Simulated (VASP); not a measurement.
MnS: single point with PBEsol+D4

The system is MnS.

```
CELL_PARAMETERS angstrom
0.00000 2.80000 2.80000
2.80000 0.00000 2.80000
2.80000 2.80000 0.00000
ATOMIC_POSITIONS crystal
Mn 0.00000 0.00000 0.00000
S 0.25000 0.25000 0.25000
```

```yaml
Program: VASP 6.6.1
Task: single point
Functional: PBEsol
Dispersion: D4
Potentials_or_basis: VASP PAW PBE potentials, release 64 (Mn_pv, S)
Cutoff: 520 eV
k_mesh: 6 × 6 × 6
Occupations: methfessel-paxton, width 0.15 eV
Spin: collinear spin, ferromagnetic start
Starting_moments: "[3.66, -0.07] μB"
Fixed_moment: 3.6 μB
```

```
Pressure                                              : -13.4 GPa
Net moment                                            : 3.60 μB per cell
Site moments                                          : Mn +3.46; S -0.07 μB
Valence electrons inside the program's atomic spheres : Mn 11.42; S 3.65
Dispersion energy per atom                            : -0.190 eV
```

Wall time 65 s on 1 thread of Intel Xeon 8259CL, on a shared host, peak memory 0.19 GiB.

Caveat: the cell stands under tension; the PAW data sets were made with another functional, which shifts forces and pressure a little; the total moment is fixed, so each spin has its own Fermi level; a cell with one magnetic atom can't hold antiferromagnetic order, which such compounds often take.
